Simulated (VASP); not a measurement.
# Sn (Fd-3m) in VASP: further runs

The runs below take Sn through single point, with r2SCAN.

All numbers are computed with VASP 6.6.1; they aren't measurements. Logs are shortened: lines on timing, memory, paths and dates and some standing lists are left out, and cuts for length are marked.

### Step 1. The cell of the first run

The structure is cubic, space group Fd-3m (No. 227). The conventional cell has a = 6.432 Å, b = 6.432 Å, c = 6.432 Å, α = 90.00°, β = 90.00°, γ = 90.00°. Sn (site symmetry -43m) has 4 Sn at 2.79 Å within 3.7 Å.

This isn't the form of Sn at room conditions, which is tetragonal (white tin).

### Step 2. Single point, r2SCAN (33.27 Å³/atom)

File POSCAR:

```
Sn
1.0
    0.0000000000      3.2161883918      3.2161883918
    3.2161883918      0.0000000000      3.2161883918
    3.2161883918      3.2161883918      0.0000000000
Sn
2
Direct
    0.0000000000      0.0000000000      0.0000000000
    0.2500000000      0.2500000000      0.2500000000
```

File INCAR.step1:

```
SYSTEM = Sn
PREC = Accurate
ENCUT = 520
ISMEAR = 0
SIGMA = 0.1
LREAL = .FALSE.
LASPH = .TRUE.
NELM = 80
NBANDS = 21
GGA = PE
ALGO = Normal
EDIFF = 1E-4
LWAVE = .TRUE.
LCHARG = .FALSE.
```

File INCAR.step2:

```
SYSTEM = Sn
PREC = Accurate
ENCUT = 520
EDIFF = 1E-6
ISMEAR = 0
SIGMA = 0.1
LREAL = .FALSE.
LASPH = .TRUE.
NELM = 80
ALGO = Normal
ISIF = 2
LWAVE = .FALSE.
LCHARG = .FALSE.
METAGGA = R2SCAN
LMIXTAU = .TRUE.
NBANDS = 21
ISTART = 1
```

File KPOINTS:

```
Automatic mesh
0
G
  12 12 12
  0 0 0
```

Potentials or basis: VASP PAW PBE potentials, release 64 (Sn_d).

On the command line:

```console
> cat potpaw_PBE.64/Sn_d/POTCAR > POTCAR
> cp INCAR.step1 INCAR
> mpirun -np 1 vasp_std > vasp.out
> cp INCAR.step2 INCAR
> mpirun -np 1 vasp_std > vasp.out
```

OUTCAR:

```text
SYSTEM = Sn
   PREC = Accurate
   ENCUT = 520
   EDIFF = 1E-6
   ISMEAR = 0
   LREAL = .FALSE.
   LASPH = .TRUE.
   NELM = 80
   ISIF = 2
   METAGGA = R2SCAN
   ISTART = 1

 ion  position               nearest neighbor table
   1  0.000  0.000  0.000-   2 2.79   2 2.79   2 2.79   2 2.79
   2  0.250  0.250  0.250-   1 2.79   1 2.79   1 2.79   1 2.79

  LATTYP: Found a face centered cubic cell.
 ALAT       =     6.4323767836

  Lattice vectors:

 A1 = (   0.0000000000,   3.2161883918,   3.2161883918)
 A2 = (   3.2161883918,   0.0000000000,   3.2161883918)
 A3 = (   3.2161883918,   3.2161883918,   0.0000000000)

Analysis of symmetry for initial positions (statically):
=====================================================================
 Subroutine PRICEL returns:
 Original cell was already a primitive cell.

 Routine SETGRP: Setting up the symmetry group for a
 face centered cubic supercell.

 Subroutine GETGRP returns: Found 48 space group operations
 (whereof 24 operations were pure point group operations)
 out of a pool of 48 trial point group operations.

The static configuration has the point symmetry T_d .
 The point group associated with its full space group is O_h .

Analysis of symmetry for dynamics (positions and initial velocities):
=====================================================================
 Subroutine PRICEL returns:
 Original cell was already a primitive cell.

 Routine SETGRP: Setting up the symmetry group for a
 face centered cubic supercell.

 Subroutine GETGRP returns: Found 48 space group operations
 (whereof 24 operations were pure point group operations)
 out of a pool of 48 trial point group operations.

The dynamic configuration has the point symmetry T_d .
 The point group associated with its full space group is O_h .

 Subroutine INISYM returns: Found 48 space group operations
 (whereof 24 operations are pure point group operations),
 and found     1 'primitive' translations

----------------------------------------------------------------------------------------

                                     Primitive cell

  volume of cell :      66.5357

  direct lattice vectors                    reciprocal lattice vectors
     0.000000000  3.216188392  3.216188392    -0.155463530  0.155463530  0.155463530
     3.216188392  0.000000000  3.216188392     0.155463530 -0.155463530  0.155463530
     3.216188392  3.216188392  0.000000000     0.155463530  0.155463530 -0.155463530

  length of vectors
     4.548377243  4.548377243  4.548377243     0.269270732  0.269270732  0.269270732

  position of ions in fractional coordinates (direct lattice)
     0.000000000  0.000000000  0.000000000
     0.250000000  0.250000000  0.250000000

  ion indices of the primitive-cell ions
   primitive index   ion index
                 1           1
                 2           2

----------------------------------------------------------------------------------------

 KPOINTS: Automatic mesh

Automatic generation of k-mesh.
 Grid dimensions read from file:
 generate k-points for:   12   12   12

 Generating k-lattice:

  Cartesian coordinates                     Fractional coordinates (reciprocal lattice)
    -0.012955294  0.012955294  0.012955294     0.083333333  0.000000000  0.000000000
     0.012955294 -0.012955294  0.012955294     0.000000000  0.083333333  0.000000000
     0.012955294  0.012955294 -0.012955294     0.000000000  0.000000000  0.083333333

  Length of vectors
     0.022439228  0.022439228  0.022439228

  Shift w.r.t. Gamma in fractional coordinates (k-lattice)
     0.000000000  0.000000000  0.000000000

 Subroutine IBZKPT returns following result:
 ===========================================

 Found     72 irreducible k-points:

 Following reciprocal coordinates:
            Coordinates               Weight
  0.000000  0.000000  0.000000      1.000000
  0.083333  0.000000  0.000000      8.000000
  0.166667  0.000000  0.000000      8.000000
  0.250000  0.000000  0.000000      8.000000
  0.333333  0.000000  0.000000      8.000000
  0.416667  0.000000  0.000000      8.000000
[... 16 lines left out ...]
  0.500000  0.166667  0.000000     24.000000
 -0.416667  0.166667  0.000000     24.000000
 [... further k-points ...]
   k-points           NKPTS =     72   k-points in BZ     NKDIM =     72   number of bands    NBANDS=     21
   number of dos      NEDOS =    301   number of ions     NIONS =      2
   total plane-waves  NPLWV =  46656
   dimension x,y,z NGX =    36 NGY =   36 NGZ =   36
   dimension x,y,z NGXF=    72 NGYF=   72 NGZF=   72
   ions per type =               2
   NGX,Y,Z   is equivalent  to a cutoff of  13.16, 13.16, 13.16 a.u.
   NGXF,Y,Z  is equivalent  to a cutoff of  26.32, 26.32, 26.32 a.u.
 SYSTEM =  Sn
   PREC   = accura    normal or accurate (medium, high low for compatibility)
   ISTART =      1    job   : 0-new  1-cont  2-samecut
   ICHARG =      0    charge: 1-file 2-atom 10-const
   ISPIN  =      1    spin polarized calculation?
   LNONCOLLINEAR =      F non collinear calculations
   LSORBIT =      F    spin-orbit coupling
   LASPH  =      T    aspherical Exc in radial PAW
   ENCUT  =  520.0 eV  38.22 Ry    6.18 a.u.   8.46  8.46  8.46*2*pi/ulx,y,z
   NELM   =     80;   NELMIN=  2; NELMDL=  0     # of ELM steps
   EDIFF  = 0.1E-05   stopping-criterion for ELM
   LREAL  =      F    real-space projection
   EDIFFG = 0.1E-04   stopping-criterion for IOM
   NSW    =      0    number of steps for IOM
   IBRION =     -1    ionic relax: 0-MD 1-quasi-New 2-CG
   NFREE  =      0    steps in history (QN), initial steepest desc. (CG)
   ISIF   =      2    stress and relaxation
   ISYM   =      2    0-nonsym 1-usesym 2-fastsym
   POTIM  = 0.5000    time-step for ionic-motion
   TEBEG  =    0.0;   TEEND  =   0.0 temperature during run
   PSTRESS=    0.0 pullay stress
   NELECT =      28.0000    total number of electrons
   NUPDOWN=      -1.0000    fix difference up-down
   EMIN   =  10.00;   EMAX   =-10.00  energy-range for DOS
   EFERMI =   0.00;   METHOD = LEGACY
   ISMEAR =     0;   SIGMA  =   0.10  broadening in eV -4-tet -1-fermi 0-gaus
   EFERMI_NEDOS =   21; number of points for ismear=-14 and -15
   IALGO  =     38    algorithm
   IMIX   =      4    mixing-type and parameters
     AMIX     =   0.40;   BMIX     =  1.00
     AMIX_MAG =   1.60;   BMIX_MAG =  1.00
  volume/ion in A,a.u.               =      33.27       224.50
  Fermi-wavevector in a.u.,A,eV,Ry     =   1.226806  2.318328 20.477502  1.505054
  Thomas-Fermi vector in A             =   2.361793
   LORBIT       =      0    0 simple, 1 ext, 2 COOP (PROOUT), +10 PAW based schemes
   METAGGA = R2SCAN    functional components
   LHFCALC =     F    Hartree Fock is set to
   AEXX    =    0.0000 exact exchange contribution
   IVDW    =     0    specifies the selected vdW correction
   LEPSILON=     F    determine dielectric tensor
   LRPA    =     F    only Hartree local field effects (RPA)
 non-spin polarized calculation
 Gauss-broadening in eV      SIGMA  =   0.10
  energy-cutoff  :      520.00
  volume of cell :       66.54
 maximum number of plane-waves:      1820
 NGX is ok and might be reduce to    36
   NGX = 17   NGY = 17   NGZ = 17

 number of electron      28.0000012 magnetization

 Free energy of the ion-electron system (eV)
  ---------------------------------------------------
  ext. energy  EPLUGINS =         0.00000000
  ---------------------------------------------------
  free energy    TOTEN  =       -49.45595598 eV

  energy without entropy =      -49.45583204  energy(sigma->0) =      -49.45589401

 E-fermi :   5.9079     XC(G=0):  -9.7194

 val. band max:        5.8747448135   @ k =   0.0000   0.0000   0.0000
 cond. band min:       6.0712309391   @ k =   0.5000   0.0000   0.0000
 fundamental gap:      0.1964861257
 Fermi energy:         5.9078655704

 k-point     1 :       0.0000    0.0000    0.0000
  band No.  band energies     occupation
      1     -16.5925      2.00000
      2     -16.5925      2.00000
      3     -16.5925      2.00000
      4     -16.5219      2.00000
      5     -16.5219      2.00000
      6     -16.1745      2.00000
[... 13 lines left out ...]
     20      14.1907      0.00000
     21      14.1907      0.00000

 k-point     2 :       0.0833    0.0000    0.0000
  band No.  band energies     occupation
      1     -16.5989      2.00000
      2     -16.5989      2.00000
      3     -16.5907      2.00000
      4     -16.5131      2.00000
      5     -16.5131      2.00000
      6     -16.1853      2.00000
[... 13 lines left out ...]
     20      13.5838      0.00000
     21      13.5838      0.00000

 k-point     3 :       0.1667    0.0000    0.0000
  band No.  band energies     occupation
      1     -16.6110      2.00000
      2     -16.6110      2.00000
      3     -16.5855      2.00000
      4     -16.4946      2.00000
      5     -16.4946      2.00000
      6     -16.2020      2.00000
[... 13 lines left out ...]
     20      13.1095      0.00000
     21      13.1095      0.00000

 k-point     4 :       0.2500    0.0000    0.0000
  band No.  band energies     occupation
      1     -16.6217      2.00000
      2     -16.6217      2.00000
      3     -16.5784      2.00000
      4     -16.4760      2.00000
      5     -16.4760      2.00000
      6     -16.2164      2.00000
[... 13 lines left out ...]
     20      13.0853      0.00000
     21      13.0853      0.00000

 k-point     5 :       0.3333    0.0000    0.0000
  band No.  band energies     occupation
      1     -16.6288      2.00000
      2     -16.6288      2.00000
      3     -16.5710      2.00000
      4     -16.4623      2.00000
      5     -16.4623      2.00000
      6     -16.2258      2.00000
[... 13 lines left out ...]
     20      13.5834      0.00000
     21      13.5834      0.00000
[... 382 lines left out ...]
     20      14.0304      0.00000
     21      14.6395      0.00000

 k-point    22 :       0.4167    0.1667    0.0000
  band No.  band energies     occupation
      1     -16.6530      2.00000
      2     -16.6339      2.00000
      3     -16.5514      2.00000
      4     -16.4456      2.00000
      5     -16.4135      2.00000
      6     -16.3050      2.00000
[... 13 lines left out ...]
     20      14.7675      0.00000
     21      15.2840      0.00000

 k-point    23 :       0.5000    0.1667    0.0000
  band No.  band energies     occupation
      1     -16.6600      2.00000
      2     -16.6395      2.00000
      3     -16.5340      2.00000
      4     -16.4310      2.00000
      5     -16.4185      2.00000
      6     -16.2943      2.00000
[... 13 lines left out ...]
     20      15.1742      0.00000
     21      15.3092      0.00000

 k-point    24 :      -0.4167    0.1667    0.0000
  band No.  band energies     occupation
      1     -16.6607      2.00000
      2     -16.6430      2.00000
      3     -16.5254      2.00000
      4     -16.4328      2.00000
      5     -16.4208      2.00000
      6     -16.2725      2.00000
[... 13 lines left out ...]
     20      14.1495      0.00000
     21      14.4444      0.00000

 [... further k-points ...]
[... 5 lines left out ...]
  --------------------------------------------------------------------------------------
  -------------------------------------------------------------------------------------
  Total        1.2670205      1.2670205      1.2670205      0.0000000      0.0000000     -0.0000000
  in kB       30.5098301     30.5098301     30.5098301      0.0000000      0.0000000     -0.0000000
  external PRESSURE =      30.5098301 kB  Pullay stress =       0.0000000 kB

 VOLUME and BASIS-vectors are now :
 -----------------------------------------------------------------------------
  energy-cutoff  :      520.00
  volume of cell :       66.54
      direct lattice vectors                 reciprocal lattice vectors
     0.000000000  3.216188392  3.216188392    -0.155463530  0.155463530  0.155463530
     3.216188392  0.000000000  3.216188392     0.155463530 -0.155463530  0.155463530
     3.216188392  3.216188392  0.000000000     0.155463530  0.155463530 -0.155463530

 POSITION                                       TOTAL-FORCE (eV/Angst)
 -----------------------------------------------------------------------------------
      0.00000      0.00000      0.00000         0.000000      0.000000      0.000000
      1.60809      1.60809      1.60809        -0.000000     -0.000000     -0.000000
 -----------------------------------------------------------------------------------
    total drift:                                0.000000      0.000000      0.000000

  FREE ENERGIE OF THE ION-ELECTRON SYSTEM (eV)
  ---------------------------------------------------
  free  energy   TOTEN  =       -49.4559559779 eV

  energy  without entropy=      -49.4558320351  energy(sigma->0) =      -49.45589401
```

Wall time 6.4 min (1 thread of Intel Xeon 8259CL, shared host); peak memory 0.26 GiB.

What came out:

```
Free energy            : -49.4560 eV
Pressure               : 3.1 GPa
Band gap on the k mesh : zero (filled and empty bands touch)
```

Levels at points of the mesh, in eV from the Fermi level:
| k point | band 12 | band 13 | band 14 | band 15 | band 16 | band 17 |
| --- | --- | --- | --- | --- | --- | --- |
| (0.00, 0.00, 0.00) | -0.20 | -0.03 | -0.03 | -0.03 | 2.18 | 2.18 |
| (0.50, 0.00, 0.00) | -6.74 | -1.35 | -1.35 | 0.16 | 3.34 | 3.34 |
| (0.50, 0.50, 0.00) | -7.99 | -2.81 | -2.81 | 0.85 | 0.85 | 8.30 |

Caveat: the cell stands under pressure; the PAW data sets were made with another functional, which shifts forces and pressure a little; spin-orbit coupling is left out, which moves the levels of the heavy elements.

[end of part 1 of 2]

The gap in the log of VASP goes by the Fermi energy; the results here count the filled bands.